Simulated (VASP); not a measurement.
Input of a VASP 6.6.1 run:

INCAR

```
PREC = Accurate
ENCUT = 520
EDIFF = 1E-6
ISMEAR = 0
SIGMA = 0.1
LREAL = F
LASPH = T
NELM = 100
ALGO = Normal
ISIF = 2
LWAVE = F
LCHARG = F
GGA = PS
NBANDS = 44
```

Contents of KPOINTS:

```
regular mesh
0
Gamma
  10 10 8
```

File POSCAR:

```
CuO
1.0
    4.1259168324      0.0000000000      0.0000000000
    0.0000000000      4.1417235108      0.0000000000
    0.0000000000      0.0000000000      4.8885742330
Cu O
4 4
Direct
    0.2500000000      0.2500000000      0.5000000000
    0.2500000000      0.7500000000      0.0000000000
    0.7500000000      0.7500000000      0.5000000000
    0.7500000000      0.2500000000      0.0000000000
    0.5000000000      0.0000000000      0.7500000000
    0.5000000000      0.0000000000      0.2500000000
    0.0000000000      0.5000000000      0.7500000000
    0.0000000000      0.5000000000      0.2500000000
```

Potentials or basis: VASP PAW PBE potentials, release 64 (Cu, O).

Launch:

```bash
$ cat potpaw_PBE.64/Cu/POTCAR potpaw_PBE.64/O/POTCAR > POTCAR
$ mpirun -np 1 vasp_std > vasp.out
```

Question: Predict the pressure.

Answer: 7.1 GPa.

Question: Predict the band gap on the k mesh.

Answer: Zero (bands 34 and 35 overlap by 1.28 eV).

Stress tensor (GPa, compression positive):
```
 3.76  0.00  0.00
 0.00  3.72  0.00
 0.00  0.00 13.78
```

Caveat: the cell differs from its parent crystal (uniaxial strain along c: -4.0 %); the cell stands under pressure; the PAW data sets were made with another functional, which shifts forces and pressure a little; semilocal functionals often make such compounds metallic where correlation or magnetic order opens a gap, which also shifts bond lengths.
